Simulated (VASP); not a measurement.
# Sr (Fm-3m) in VASP: further runs, part 2 of 2

VASP 6.6.1. The steps go on from the part before.

**3. Single point, r2SCAN**

Input file POSCAR:

```
Sr
1.0
    0.0000000000      3.0521104090      3.0521104090
    3.0521104090      0.0000000000      3.0521104090
    3.0521104090      3.0521104090      0.0000000000
Sr
1
Direct
    0.0000000000      0.0000000000      0.0000000000
```

Input file INCAR.step1:

```
ALGO = Normal
EDIFF = 1E-4
ENCUT = 520
GGA = PE
ISMEAR = 1
LASPH = T
LCHARG = F
LREAL = F
LWAVE = T
NBANDS = 11
NELM = 100
PREC = Accurate
SIGMA = 0.3
```

Input file INCAR.step2:

```
ALGO = Normal
EDIFF = 1E-6
ENCUT = 520
ISIF = 2
ISMEAR = 1
ISTART = 1
LASPH = T
LCHARG = T
LELF = T
LMIXTAU = T
LREAL = F
LVHAR = T
LWAVE = F
METAGGA = R2SCAN
NBANDS = 11
NELM = 100
PREC = Accurate
SIGMA = 0.3
```

Input file KPOINTS:

```
k-points
0
Gamma
  9 9 9
```

Potentials or basis: VASP PAW PBE potentials, release 64 (Sr_sv).

The run is started by

```
$ cat potpaw_PBE.64/Sr_sv/POTCAR > POTCAR
$ cp INCAR.step1 INCAR
$ mpirun -np 1 vasp_std > vasp.out
$ cp INCAR.step2 INCAR
$ mpirun -np 1 vasp_std > vasp.out
```

OUTCAR:

```text
EDIFF = 1E-6
   ENCUT = 520
   ISIF = 2
   ISMEAR = 1
   ISTART = 1
   LASPH = T
   LREAL = F
   METAGGA = R2SCAN
   NELM = 100
   PREC = Accurate

 ion  position               nearest neighbor table
   1  0.000  0.000  0.000-

  LATTYP: Found a face centered cubic cell.
 ALAT       =     6.1042208180

  Lattice vectors:

 A1 = (   0.0000000000,   3.0521104090,   3.0521104090)
 A2 = (   3.0521104090,   0.0000000000,   3.0521104090)
 A3 = (   3.0521104090,   3.0521104090,   0.0000000000)

Analysis of symmetry for initial positions (statically):
=====================================================================
 Subroutine PRICEL returns:
 Original cell was already a primitive cell.

 Routine SETGRP: Setting up the symmetry group for a
 face centered cubic supercell.

 Subroutine GETGRP returns: Found 48 space group operations
 (whereof 48 operations were pure point group operations)
 out of a pool of 48 trial point group operations.

The static configuration has the point symmetry O_h .

Analysis of symmetry for dynamics (positions and initial velocities):
=====================================================================
 Subroutine PRICEL returns:
 Original cell was already a primitive cell.

 Routine SETGRP: Setting up the symmetry group for a
 face centered cubic supercell.

 Subroutine GETGRP returns: Found 48 space group operations
 (whereof 48 operations were pure point group operations)
 out of a pool of 48 trial point group operations.

The dynamic configuration has the point symmetry O_h .

 Subroutine INISYM returns: Found 48 space group operations
 (whereof 48 operations are pure point group operations),
 and found     1 'primitive' translations

----------------------------------------------------------------------------------------

                                     Primitive cell

  volume of cell :      56.8631

  direct lattice vectors                    reciprocal lattice vectors
[... 110 lines left out ...]
   METAGGA = R2SCAN    functional components
   LHFCALC =     F    Hartree Fock is set to
   AEXX    =    0.0000 exact exchange contribution
   IVDW    =     0    specifies the selected vdW correction
   LEPSILON=     F    determine dielectric tensor
   LRPA    =     F    only Hartree local field effects (RPA)
 non-spin polarized calculation
 Methfessel and Paxton  Order N= 1 SIGMA  =   0.30
  energy-cutoff  :      520.00
  volume of cell :       56.86
 maximum number of plane-waves:      1550
   NGX = 17   NGY = 17   NGZ = 17

 number of electron      10.0000000 magnetization

 Free energy of the ion-electron system (eV)
  ---------------------------------------------------
  ext. energy  EPLUGINS =         0.00000000
  ---------------------------------------------------
  free energy    TOTEN  =       -15.09887869 eV

  energy without entropy =      -15.09394381  energy(sigma->0) =      -15.09723373

 E-fermi :   1.4868     XC(G=0):  -7.6863

 val. band max:        1.4780292315   @ k =  -0.4444   0.2222   0.0000
 cond. band min:       1.6079198067   @ k =   0.4444   0.0000   0.0000
 fundamental gap:      0.1298905752
 Fermi energy:         1.4868184794

 k-point     1 :       0.0000    0.0000    0.0000
  band No.  band energies     occupation
      1     -36.5999      2.00000
      2     -17.8632      2.00000
      3     -17.8632      2.00000
      4     -17.8632      2.00000
      5      -2.2918      2.00000
      6       4.1550     -0.00000
      7       4.1550     -0.00000
      8       4.1550     -0.00000
      9       5.6496     -0.00000
     10       5.6496     -0.00000
     11       8.9110      0.00000
[... 309 lines left out ...]
 k-point    24 :       0.4444    0.4444    0.0000
  band No.  band energies     occupation
      1     -36.5831      2.00000
      2     -18.0291      2.00000
      3     -17.9269      2.00000
      4     -17.9269      2.00000
      5       0.7639      2.00343
      6       2.0508     -0.02310
      7       2.5455     -0.00001
      8       6.3867     -0.00000
      9       6.3867     -0.00000
     10       6.6540     -0.00000
     11       7.7277      0.00000

 [... further k-points ...]

------------------------ aborting loop because EDIFF is reached ----------------------------------------

  FORCE on cell =-STRESS in cart. coord.  units (eV):
  Direction    XX          YY          ZZ          XY          YZ          ZX
  --------------------------------------------------------------------------------------
  -------------------------------------------------------------------------------------
  Total       -0.0010094     -0.0010094     -0.0010094     -0.0000000      0.0000000     -0.0000000
  in kB       -0.0284414     -0.0284414     -0.0284414     -0.0000000      0.0000000     -0.0000000
  external PRESSURE =      -0.0284414 kB  Pullay stress =       0.0000000 kB

 VOLUME and BASIS-vectors are now :
 -----------------------------------------------------------------------------
  energy-cutoff  :      520.00
  volume of cell :       56.86
      direct lattice vectors                 reciprocal lattice vectors
     0.000000000  3.052110409  3.052110409    -0.163821072  0.163821072  0.163821072
     3.052110409  0.000000000  3.052110409     0.163821072 -0.163821072  0.163821072
     3.052110409  3.052110409  0.000000000     0.163821072  0.163821072 -0.163821072

 POSITION                                       TOTAL-FORCE (eV/Angst)
 -----------------------------------------------------------------------------------
      0.00000      0.00000      0.00000        -0.000000     -0.000000      0.000000
 -----------------------------------------------------------------------------------
    total drift:                                0.000000      0.000000      0.000000

  FREE ENERGIE OF THE ION-ELECTRON SYSTEM (eV)
  ---------------------------------------------------
  free  energy   TOTEN  =       -15.0988786882 eV

  energy  without entropy=      -15.0939438090  energy(sigma->0) =      -15.09723373
```

OUTCAR.step1:

```text
EDIFF = 1E-4
   ENCUT = 520
   GGA = PE
   ISMEAR = 1
   LASPH = T
[... 551 lines left out ...]

 POSITION                                       TOTAL-FORCE (eV/Angst)
 -----------------------------------------------------------------------------------
      0.00000      0.00000      0.00000         0.000000      0.000000      0.000000
 -----------------------------------------------------------------------------------
    total drift:                                0.000000      0.000000     -0.000000

  FREE ENERGIE OF THE ION-ELECTRON SYSTEM (eV)
  ---------------------------------------------------
  free  energy   TOTEN  =        -1.6331671574 eV

  energy  without entropy=       -1.6313696800  energy(sigma->0) =       -1.63256800
```

Run time: 50 s. Hardware: 1 thread of AMD EPYC 9R45 (Zen 5), shared host; peak memory 0.16 GiB.

Results:

```
Free energy            : -15.0989 eV
Pressure               : 0.0 GPa
Band gap on the k mesh : zero (band 5 reaches 1.46 eV, above the bottom of band 6 at 1.45 eV)
```

Caveat: the PAW data sets were made with another functional, which shifts forces and pressure a little.

**4. Single point, r2SCAN**

POSCAR is that of step 3.

Input file INCAR.step1:

```
  PREC = Accurate
  ENCUT = 520
  ISMEAR = 1
  SIGMA = 1.0
  LREAL = False
  LASPH = True
  NELM = 80
  NBANDS = 11
  GGA = PE
  ALGO = Normal
  EDIFF = 1E-4
  LWAVE = True
  LCHARG = False
```

Input file INCAR.step2:

```
  PREC = Accurate
  ENCUT = 520
  EDIFF = 1E-7
  ISMEAR = 1
  SIGMA = 1.0
  LREAL = False
  LASPH = True
  NELM = 80
  ALGO = Normal
  ISIF = 2
  LWAVE = False
  LCHARG = False
  METAGGA = R2SCAN
  LMIXTAU = True
  NBANDS = 11
  ISTART = 1
```

Input file KPOINTS:

```
Automatic mesh
0
Gamma
  9 9 9
```

The run is started by

```
$ cat potpaw_PBE.64/Sr_sv/POTCAR > POTCAR
$ cp INCAR.step1 INCAR
$ mpirun -np 1 vasp_std > vasp.out
$ cp INCAR.step2 INCAR
$ mpirun -np 1 vasp_std > vasp.out
```

It took 52 s on 1 thread of AMD EPYC 9R45 (Zen 5), shared host; peak memory 0.16 GiB.

It converged, with:

| Item | Value |
| --- | --- |
| Free energy | -15.0923 eV |
| Pressure | 0.0 GPa |
| Band gap on the k mesh | zero (band 5 reaches 1.46 eV, above the bottom of band 6 at 1.45 eV) |

Levels at points of the mesh, in eV from the Fermi level:
```csv
k point,band 2,band 3,band 4,band 5,band 6,band 7,band 8,band 9
"(0.00, 0.00, 0.00)",-19.31,-19.31,-19.31,-3.75,2.70,2.70,2.70,4.21
```

Caveat: the PAW data sets were made with another functional, which shifts forces and pressure a little.

**5. Single point, r2SCAN**

POSCAR is that of step 4.

Input file INCAR.step1:

```
SYSTEM = Sr
PREC = Accurate
ENCUT = 520
ISMEAR = -1
SIGMA = 0.1
LREAL = .False.
LASPH = .True.
NELM = 100
NBANDS = 11
GGA = PE
ALGO = Normal
EDIFF = 1E-4
LWAVE = .True.
LCHARG = .False.
```

Input file INCAR.step2:

```
SYSTEM = Sr
PREC = Accurate
ENCUT = 520
EDIFF = 1E-6
ISMEAR = -1
SIGMA = 0.1
LREAL = .False.
LASPH = .True.
NELM = 100
ALGO = Normal
ISIF = 2
LWAVE = .False.
LCHARG = .False.
METAGGA = R2SCAN
LMIXTAU = .True.
NBANDS = 11
ISTART = 1
```

Input file KPOINTS:

```
regular mesh
0
Gamma
  10 10 10
  0 0 0
```

The run is started by

```
$ cat potpaw_PBE.64/Sr_sv/POTCAR > POTCAR
$ cp INCAR.step1 INCAR
$ mpirun -np 1 vasp_std > vasp.out
$ cp INCAR.step2 INCAR
$ mpirun -np 1 vasp_std > vasp.out
```

Wall time 57 s (1 thread of AMD EPYC 9R45 (Zen 5), shared host); peak memory 0.17 GiB.

Results (log left out):

- Free energy: -15.1215 eV
- Pressure: 0.0 GPa
- Band gap on the k mesh: zero (band 5 reaches 1.55 eV, above the bottom of band 6 at 1.42 eV)

Levels at points of the mesh, in eV from the Fermi level:
```csv
k point,band 1,band 2,band 3,band 4,band 5,band 6,band 7,band 8,band 9,band 10
"(0.00, 0.00, 0.00)",-38.07,-19.34,-19.34,-19.34,-3.77,2.68,2.68,2.68,4.17,4.17
"(0.50, 0.00, 0.00)",-38.06,-19.52,-19.36,-19.36,-1.03,-0.06,2.49,2.49,5.22,5.22
"(0.50, 0.50, 0.00)",-38.06,-19.51,-19.40,-19.40,-0.55,0.53,0.98,5.22,5.52,5.52
```

Caveat: the PAW data sets were made with another functional, which shifts forces and pressure a little.

**6. Overview**

```csv
k mesh,smearing,gap on the mesh (eV),pressure (GPa)
9 × 9 × 9,methfessel-paxton 0.2 eV,none,0.0
9 × 9 × 9,methfessel-paxton 0.3 eV,none,0.0
9 × 9 × 9,methfessel-paxton 1 eV,none,0.0
10 × 10 × 10,fermi-dirac 0.1 eV,none,0.0
```

Alike in all rows: task single point; level r2SCAN; potentials or basis VASP PAW PBE potentials, release 64 (Sr_sv); no spin polarisation; cell as given; cutoff (eV) 520.

Every run on the cell as given and a fine mesh finds a metal.

Caveats: the PAW data sets were made with another functional, which shifts forces and pressure a little.

Absolute energies hang on the potentials; compare differences alone.
